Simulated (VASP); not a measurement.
# HfNbSe4 (F-43m) in VASP: notebook, part 2 of 2

VASP 6.6.1. The steps go on from the part before.

## Step 5: Single point, PBE, collinear spin, zero start

This run uses another cell than the first one, of 20.13 Å³/atom, 1.004 times its volume.

File INCAR:

```
SYSTEM = HfNbSe4
PREC = Accurate
ENCUT = 520
EDIFF = 1E-6
ISMEAR = 0
SIGMA = 0.1
LREAL = .FALSE.
LASPH = .TRUE.
NELM = 150
ALGO = Normal
ISIF = 2
LWAVE = .FALSE.
LCHARG = .FALSE.
ISPIN = 2
MAGMOM = 0 0 0 0 0 0
LORBIT = 11
LMAXMIX = 4
GGA = PE
NBANDS = 36
```

File KPOINTS:

```
regular mesh
0
G
  4 4 4
  0 0 0
```

File POSCAR:

```
HfNbSe4
1.0
    0.0000000000      3.9233409053      3.9233409053
    3.9233409053      0.0000000000      3.9233409053
    3.9233409053      3.9233409053      0.0000000000
Hf Nb Se
1 1 4
Direct
    0.7500000000      0.7500000000      0.7500000000
    0.0000000000      0.0000000000      0.0000000000
    0.8756528959      0.3747823680      0.3747823680
    0.3747823680      0.3747823680      0.3747823680
    0.3747823680      0.8756528959      0.3747823680
    0.3747823680      0.3747823680      0.8756528959
```

Potentials or basis: VASP PAW PBE potentials, release 64 (Hf_pv, Nb_sv, Se).

The run is started by

```bash
> cat potpaw_PBE.64/Hf_pv/POTCAR potpaw_PBE.64/Nb_sv/POTCAR potpaw_PBE.64/Se/POTCAR > POTCAR
> mpirun -np 1 vasp_std > vasp.out
```

OUTCAR:

```text
SYSTEM = HfNbSe4
   PREC = Accurate
   ENCUT = 520
   EDIFF = 1E-6
   ISMEAR = 0
   LREAL = .FALSE.
   LASPH = .TRUE.
   NELM = 150
   ISIF = 2
   ISPIN = 2
   LORBIT = 11
   GGA = PE

 ion  position               nearest neighbor table
   1  0.750  0.750  0.750-   5 3.25   6 3.25   3 3.25   6 3.25   3 3.25   5 3.25   4 3.25   4 3.25
                             4 3.25   3 3.25   5 3.25   6 3.25   2 3.40   2 3.40   2 3.40   2 3.40
   2  0.000  0.000  0.000-   1 3.40   1 3.40   1 3.40   1 3.40
   3  0.876  0.375  0.375-   4 2.77   5 2.77   6 2.77   5 2.78   6 2.78   4 2.78   1 3.25   1 3.25
                             1 3.25
   4  0.375  0.375  0.375-   3 2.77   5 2.77   6 2.77   3 2.78   5 2.78   6 2.78   1 3.25   1 3.25
                             1 3.25
   5  0.375  0.876  0.375-   3 2.77   4 2.77   6 2.77   3 2.78   6 2.78   4 2.78   1 3.25   1 3.25
                             1 3.25
   6  0.375  0.375  0.876-   3 2.77   4 2.77   5 2.77   5 2.78   3 2.78   4 2.78   1 3.25   1 3.25
                             1 3.25

  LATTYP: Found a face centered cubic cell.
 ALAT       =     7.8466818106

  Lattice vectors:

 A1 = (   0.0000000000,   3.9233409053,   3.9233409053)
 A2 = (   3.9233409053,   0.0000000000,   3.9233409053)
 A3 = (   3.9233409053,   3.9233409053,   0.0000000000)

Analysis of symmetry for initial positions (statically):
=====================================================================
 Subroutine PRICEL returns:
 Original cell was already a primitive cell.

 Routine SETGRP: Setting up the symmetry group for a
 face centered cubic supercell.

 Subroutine GETGRP returns: Found 24 space group operations
 (whereof 24 operations were pure point group operations)
 out of a pool of 48 trial point group operations.

The static configuration has the point symmetry T_d .

Analysis of symmetry for dynamics (positions and initial velocities):
=====================================================================
 Subroutine PRICEL returns:
 Original cell was already a primitive cell.

 Routine SETGRP: Setting up the symmetry group for a
[... 174 lines left out ...]
      2     -24.5859      1.00000
      3     -24.5859      1.00000
      4     -24.5859      1.00000
      5     -24.2776      1.00000
      6     -24.2776      1.00000
[... 293 lines left out ...]
     34      10.7736      0.00000
     35      12.0528      0.00000
 Fermi energy:         7.3242666398

 spin component 2

 k-point     1 :       0.0000    0.0000    0.0000
  band No.  band energies     occupation
      1     -48.2615      1.00000
      2     -24.5859      1.00000
      3     -24.5859      1.00000
      4     -24.5859      1.00000
      5     -24.2776      1.00000
      6     -24.2776      1.00000
[... 293 lines left out ...]
     34      10.7736      0.00000
     35      12.0528      0.00000
 [bands above 35 left out]

------------------------ aborting loop because EDIFF is reached ----------------------------------------

  FORCE on cell =-STRESS in cart. coord.  units (eV):
  Direction    XX          YY          ZZ          XY          YZ          ZX
  --------------------------------------------------------------------------------------
  -------------------------------------------------------------------------------------
  Total       -0.0386839     -0.0386839     -0.0386839      0.0000000     -0.0000000     -0.0000000
  in kB       -0.5131482     -0.5131482     -0.5131482      0.0000000     -0.0000000     -0.0000000
  external PRESSURE =      -0.5131482 kB  Pullay stress =       0.0000000 kB

 VOLUME and BASIS-vectors are now :
 -----------------------------------------------------------------------------
  energy-cutoff  :      520.00
  volume of cell :      120.78
      direct lattice vectors                 reciprocal lattice vectors
     0.000000000  3.923340905  3.923340905    -0.127442405  0.127442405  0.127442405
     3.923340905  0.000000000  3.923340905     0.127442405 -0.127442405  0.127442405
     3.923340905  3.923340905  0.000000000     0.127442405  0.127442405 -0.127442405

 POSITION                                       TOTAL-FORCE (eV/Angst)
 -----------------------------------------------------------------------------------
      5.88501      5.88501      5.88501        -0.000000     -0.000000     -0.000000
      0.00000      0.00000      0.00000        -0.000000     -0.000000     -0.000000
      2.94080      4.90588      4.90588        -0.004277      0.004277      0.004277
      2.94080      2.94080      2.94080        -0.004277     -0.004277     -0.004277
      4.90588      2.94080      4.90588         0.004277     -0.004277      0.004277
      4.90588      4.90588      2.94080         0.004277      0.004277     -0.004277
 -----------------------------------------------------------------------------------
    total drift:                                0.000000      0.000000      0.000000

  FREE ENERGIE OF THE ION-ELECTRON SYSTEM (eV)
  ---------------------------------------------------
  free  energy   TOTEN  =       -29.6363208648 eV

  energy  without entropy=      -29.6117252994  energy(sigma->0) =      -29.62402308

 total charge

# of ion       s       p       d       tot
------------------------------------------
    1        0.311   6.174   1.375   7.860
    2        2.127   5.924   2.410  10.461
    3        1.544   2.105   0.094   3.743
    4        1.544   2.105   0.094   3.743
    5        1.544   2.105   0.094   3.743
    6        1.544   2.105   0.094   3.743
--------------------------------------------------
tot          8.613  20.517   4.161  33.291

 magnetization (x)

# of ion       s       p       d       tot
------------------------------------------
    1        0.000   0.000   0.000   0.000
    2       -0.000   0.000  -0.000  -0.000
    3        0.000   0.000  -0.000   0.000
    4        0.000   0.000  -0.000   0.000
    5        0.000   0.000  -0.000   0.000
    6        0.000   0.000  -0.000   0.000
--------------------------------------------------
tot          0.000   0.000  -0.000  -0.000
```

OSZICAR:

```text
N       E                     dE             d eps       ncg     rms          rms(c)
DAV:   1     0.302072765765E+03    0.30207E+03   -0.22149E+04  1152   0.120E+03
DAV:   2    -0.702201265810E+01   -0.30909E+03   -0.29143E+03  1516   0.331E+02
DAV:   3    -0.299708531280E+02   -0.22949E+02   -0.21650E+02  1704   0.715E+01
DAV:   4    -0.311135737822E+02   -0.11427E+01   -0.11214E+01  1804   0.161E+01
DAV:   5    -0.311371113969E+02   -0.23538E-01   -0.23478E-01  1580   0.171E+00    0.272E+01
DAV:   6    -0.314936965513E+02   -0.35659E+00   -0.84533E+00  1612   0.121E+01    0.184E+01
DAV:   7    -0.302968035454E+02    0.11969E+01   -0.10883E+01  1744   0.130E+01    0.161E+01
DAV:   8    -0.297852582092E+02    0.51155E+00   -0.12346E+00  1696   0.522E+00    0.701E+00
DAV:   9    -0.296376620701E+02    0.14760E+00   -0.31331E-01  1380   0.271E+00    0.805E-01
DAV:  10    -0.296363118508E+02    0.13502E-02   -0.33172E-02  1544   0.846E-01    0.752E-01
DAV:  11    -0.296367297086E+02   -0.41786E-03   -0.36274E-03  1720   0.302E-01    0.193E-01
DAV:  12    -0.296363233550E+02    0.40635E-03   -0.71722E-04  1612   0.119E-01    0.126E-01
DAV:  13    -0.296363243655E+02   -0.10105E-05   -0.10664E-04  1612   0.426E-02    0.743E-02
DAV:  14    -0.296363227545E+02    0.16110E-05   -0.10641E-05  1652   0.208E-02    0.242E-02
DAV:  15    -0.296363208518E+02    0.19028E-05   -0.25380E-06  1180   0.847E-03    0.151E-02
DAV:  16    -0.296363208648E+02   -0.13008E-07   -0.32418E-07   804   0.309E-03
   1 F= -.29636321E+02 E0= -.29624023E+02  d E =-.245956E-01  mag=    -0.0000
```

It took 3.8 min on 1 thread of Intel Xeon Platinum 8259CL at 2.50GHz (Skylake/Cascade Lake), shared host; peak memory 0.34 GiB.

What came out:

| Property | Result |
| --- | --- |
| Free energy | -29.6363 eV |
| Pressure | -0.1 GPa |
| Largest force | 0.007 eV/Å |
| Net moment | 0.00 μB per cell |
| Valence electrons inside the program's atomic spheres | Hf 7.86; Nb 10.46; Se 3.74 |

Forces in eV/Å, atoms in the order of the input:
```
Hf   0.000  0.000  0.000
Nb   0.000  0.000  0.000
Se  -0.004  0.004  0.004
Se  -0.004 -0.004 -0.004
Se   0.004 -0.004  0.004
Se   0.004  0.004 -0.004
```

Caveat: spin-orbit coupling is left out, which moves the levels of the heavy elements.

## Step 6: Single point, PBE, collinear spin, ferromagnetic start

This run uses another cell than the first one, of 25.85 Å³/atom, 1.289 times its volume.

File INCAR:

```
ALGO = Normal ; EDIFF = 1E-6
ENCUT = 520 ; GGA = PE
ISIF = 2 ; ISMEAR = 0
ISPIN = 2 ; LASPH = True
LCHARG = False ; LMAXMIX = 4
LORBIT = 11 ; LREAL = False
LWAVE = False ; MAGMOM = 0.5 2.48 0.02 0.02 0.02 0.02
NBANDS = 36 ; NELM = 150
PREC = Accurate ; SIGMA = 0.1
```

File KPOINTS:

```
k-points
0
Gamma
  4 4 4
```

File POSCAR:

```
HfNbSe4
1.0
    0.0000000000      4.2643184600      4.2643184600
    4.2643184600      0.0000000000      4.2643184600
    4.2643184600      4.2643184600      0.0000000000
Hf Nb Se
1 1 4
Direct
    0.7500000000      0.7500000000      0.7500000000
    0.0000000000      0.0000000000      0.0000000000
    0.8740740100      0.3753086600      0.3753086600
    0.3753086600      0.3753086600      0.3753086600
    0.3753086600      0.8740740100      0.3753086600
    0.3753086600      0.3753086600      0.8740740100
```

Potentials or basis: VASP PAW PBE potentials, release 64 (Hf_pv, Nb_sv, Se).

The run is started by

```bash
> cat potpaw_PBE.64/Hf_pv/POTCAR potpaw_PBE.64/Nb_sv/POTCAR potpaw_PBE.64/Se/POTCAR > POTCAR
> mpirun -np 1 vasp_std > vasp.out
```

Run time: 6.1 min. Hardware: 1 thread of Intel Xeon Platinum 8259CL at 2.50GHz (Skylake/Cascade Lake), shared host; peak memory 0.43 GiB.

The run converged. Its results:

| Quantity | Value |
| --- | --- |
| Free energy | -28.1171 eV |
| Pressure | -10.5 GPa |
| Largest force | 0.016 eV/Å |
| Net moment | 3.47 μB per cell |
| Site moments | Hf +0.39; Nb +1.84; Se +0.01 μB |
| Valence electrons inside the program's atomic spheres | Hf 7.60; Nb 10.43; Se 3.64 |

Forces in eV/Å, atoms in the order of the input:
```
Hf   0.000  0.000  0.000
Nb   0.000  0.000  0.000
Se   0.009 -0.009 -0.009
Se   0.009  0.009  0.009
Se  -0.009  0.009 -0.009
Se  -0.009 -0.009  0.009
```

Levels at points of the mesh, in eV from the Fermi level:
Spin up:
| k point | band 21 | band 22 | band 23 | band 24 | band 25 | band 26 | band 27 | band 28 | band 29 | band 30 |
| --- | --- | --- | --- | --- | --- | --- | --- | --- | --- | --- |
| (0.00, 0.00, 0.00) | -0.96 | 0.28 | 0.28 | 0.53 | 0.53 | 0.53 | 0.96 | 0.96 | 0.96 | 1.58 |
| (0.50, 0.00, 0.00) | -1.80 | -0.37 | -0.37 | -0.16 | -0.06 | -0.06 | 0.58 | 0.62 | 0.62 | 0.71 |
| (0.50, 0.50, 0.00) | -2.42 | -1.12 | -1.12 | -0.58 | -0.36 | 0.38 | 0.58 | 0.63 | 0.70 | 0.70 |
Spin down:
```
           k point  band 19  band 20  band 21  band 22  band 23  band 24
(0.00, 0.00, 0.00)     0.18     0.18     0.18     0.50     0.50     0.50
(0.50, 0.00, 0.00)    -2.51    -2.29    -0.90     0.54     0.55     0.69
(0.50, 0.50, 0.00)    -2.44    -2.34    -2.34     0.02     0.02     0.59
```

Caveat: spin-orbit coupling is left out, which moves the levels of the heavy elements.

## Step 7: Relaxation of cell and atoms, PBE, collinear spin, zero start

This run uses another cell than the first one, of 25.85 Å³/atom, 1.289 times its volume.

File INCAR:

```
PREC = Accurate ; ENCUT = 600
EDIFF = 1E-6 ; ISMEAR = 0
SIGMA = 0.1 ; LREAL = False
LASPH = True ; NELM = 150
ALGO = Normal ; ISIF = 3
LWAVE = False ; LCHARG = False
ISPIN = 2 ; MAGMOM = 0 0 0 0 0 0
LORBIT = 11 ; LMAXMIX = 4
GGA = PE ; IBRION = 2
NSW = 90 ; EDIFFG = -0.04
```

File KPOINTS:

```
regular mesh
0
Gamma
  4 4 4
```

POSCAR is that of step 6.

The run is started by

```bash
> cat potpaw_PBE.64/Hf_pv/POTCAR potpaw_PBE.64/Nb_sv/POTCAR potpaw_PBE.64/Se/POTCAR > POTCAR
> mpirun -np 1 vasp_std > vasp.out
```

Run time: 20 min. Hardware: 1 thread of Intel Xeon Platinum 8259CL at 2.50GHz (Skylake/Cascade Lake), shared host; peak memory 0.47 GiB.

The run converged. Its results:

```
Free energy                                           : -29.6391 eV
Relaxed volume                                        : 20.08 Å³/atom
Relaxed cell                                          : a = 5.544 Å, b = 5.544 Å, c = 5.544 Å, α = 60.00°, β = 60.00°, γ = 60.00°
Space group after relaxing (to 0.05 Å)                : F-43m (No. 216)
Energy gained by relaxing                             : 275.4 meV/atom
Ionic steps                                           : 7
Pressure after relaxing                               : 0.2 GPa
Net moment                                            : 0.00 μB per cell
Valence electrons inside the program's atomic spheres : Hf 7.86; Nb 10.46; Se 3.74
```

Step by step:
| step | energy change (eV) | largest force (eV/Å) | pressure (GPa) | volume (Å³) |
| --- | --- | --- | --- | --- |
| 1 | 0.0000 | 0.0445 | -12.21 | 155.09 |
| 2 | -1.5689 | 0.1469 | 4.78 | 114.94 |
| 3 | -1.6510 | 0.1448 | 0.02 | 120.72 |
| 4 | -1.6501 | 0.1440 | -0.43 | 121.35 |
| 5 | -1.6519 | 0.0190 | -0.40 | 121.29 |
| 6 | -1.6519 | 0.0047 | -0.39 | 121.30 |
| 7 | -1.6525 | 0.0014 | 0.17 | 120.48 |

Final structure:
```yaml
crystal:
  lattice:
    - [0.00000, 3.92007, 3.92007]
    - [3.92007, 0.00000, 3.92007]
    - [3.92007, 3.92007, 0.00000]
  atoms:
    - { symbol: Hf, position: [0.75000, 0.75000, 0.75000] }
    - { symbol: Nb, position: [0.00000, 0.00000, 0.00000] }
    - { symbol: Se, position: [0.87570, 0.37477, 0.37477] }
    - { symbol: Se, position: [0.37477, 0.37477, 0.37477] }
    - { symbol: Se, position: [0.37477, 0.87570, 0.37477] }
    - { symbol: Se, position: [0.37477, 0.37477, 0.87570] }
```

Levels at points of the mesh, in eV from the Fermi level:
Spin up:
```
           k point  band 20  band 21  band 22  band 23  band 24  band 25  band 26  band 27
(0.00, 0.00, 0.00)    -0.48    -0.48     1.01     1.01     1.01     1.28     1.28     1.84
(0.50, 0.00, 0.00)    -3.00    -1.84     0.16     0.16     0.39     0.59     0.59     1.12
(0.50, 0.50, 0.00)    -3.23    -3.23    -0.83    -0.83     0.18     0.43     1.05     1.34
```
Spin down:
```tsv
k point	band 20	band 21	band 22	band 23	band 24	band 25	band 26	band 27
(0.00, 0.00, 0.00)	-0.48	-0.48	1.01	1.01	1.01	1.28	1.28	1.84
(0.50, 0.00, 0.00)	-3.00	-1.84	0.16	0.16	0.39	0.59	0.59	1.12
(0.50, 0.50, 0.00)	-3.23	-3.23	-0.83	-0.83	0.18	0.43	1.05	1.34
```

Caveat: the volume moved by over 15 % at a fixed basis, so the end points are rough; spin-orbit coupling is left out, which moves the levels of the heavy elements.

## Step 8: The runs side by side

```tsv
task	spin	cell	k mesh	cutoff (eV)	gap on the mesh (eV)	pressure (GPa)	moment (μB)	relaxed volume (Å³/atom)	largest force (eV/Å)
single point	off	a = 5.541 Å, angles 60.0°, 6 atoms	8 × 8 × 8	520	none	-0.2	-	-	-
relaxation of cell and atoms	off	relaxed from a = 5.548 Å, angles 60.0°, 6 atoms	8 × 8 × 8	600	none	0.0	-	20.02	-
single point	off	a = 6.031 Å, angles 60.0°, 6 atoms	4 × 4 × 4	520	none	-12.2	-	-	0.04
single point	collinear, zero start	a = 5.548 Å, angles 60.0°, 6 atoms	4 × 4 × 4	520	none	-0.1	0.00	-	0.01
single point	collinear, ferromagnetic start	a = 6.031 Å, angles 60.0°, 6 atoms	4 × 4 × 4	520	none	-10.5	3.47	-	0.02
relaxation of cell and atoms	collinear, zero start	relaxed from a = 6.031 Å, angles 60.0°, 6 atoms	4 × 4 × 4	600	none	0.2	0.00	20.08	-
```

Alike in all rows: level PBE; potentials or basis VASP PAW PBE potentials, release 64 (Hf_pv, Nb_sv, Se); smearing gaussian 0.1 eV.

Caveats: spin-orbit coupling is left out, which moves the levels of the heavy elements; the volume moved by over 15 % at a fixed basis, so the end points are rough (some runs).

Total energies depend on the potentials used, so only differences within one code and one set of settings carry meaning.
